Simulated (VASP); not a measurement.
**HgTe: single point with PBEsol+D3(BJ)**

Crystal: HgTe.

```
Hg Te
1.0
     2.93143   -3.39616    0.00000
     2.93143    3.39616    0.00000
     0.00000    0.00000    5.67979
Hg Te
2 2
Direct
  0.34305 0.65695 0.75000
  0.65695 0.34305 0.25000
  0.78481 0.21519 0.75000
  0.21519 0.78481 0.25000
```

* Program: VASP 6.6.1
* Task: single point
* Functional: PBEsol
* Dispersion: D3(BJ)
* Potentials or basis: VASP PAW PBE potentials, release 64 (Hg, Te)
* Cutoff: 520 eV
* k mesh: 4 × 4 × 4
* Occupations: fermi-dirac, width 0.05 eV
* Spin: no spin polarisation

```json
{"Pressure": "-2.7 GPa", "Largest force": "0.042 eV/Å", "Band gap on the k mesh": "zero (bands 18 and 19 overlap by 2.32 eV)", "Dispersion energy per atom": "-0.417 eV"}
```

Forces in eV/Å, atoms in the order of the input:
```
Hg   0.000  0.016  0.000
Hg   0.000 -0.016  0.000
Te   0.000 -0.042  0.000
Te   0.000  0.042  0.000
```

Stress tensor (GPa, compression positive):
```
-2.53  0.00  0.00
 0.00 -2.44  0.00
 0.00  0.00 -3.09
```

Levels at points of the mesh, in eV from the Fermi level:
```tsv
k point	band 15	band 16	band 17	band 18	band 19	band 20	band 21	band 22
(0.00, 0.00, 0.00)	-2.72	-2.67	-1.10	-0.39	-0.38	-0.09	3.98	5.16
(0.50, 0.00, 0.00)	-2.64	-2.04	-0.86	-0.58	1.47	2.50	3.00	4.58
(0.50, 0.50, 0.00)	-2.21	-1.97	-1.96	-1.94	-1.90	-1.52	3.11	5.18
(0.00, 0.00, 0.50)	-1.97	-1.97	-1.36	-1.36	1.53	1.53	4.85	4.85
(0.50, 0.00, 0.50)	-0.95	-0.95	0.30	0.30	1.95	1.95	3.82	3.82
(0.50, 0.50, 0.50)	-3.40	-3.40	-3.20	-3.20	2.25	2.25	5.69	5.69
```

Run time: 44 s on 1 thread of Intel(R) Xeon(R) Platinum 8375C CPU @ 2.90GHz (Ice Lake), on a shared host, peak memory 0.25 GiB.

Caveat: three body term missing; the PAW data sets were made with another functional, which shifts forces and pressure a little; spin-orbit coupling is left out, which moves the levels of the heavy elements.
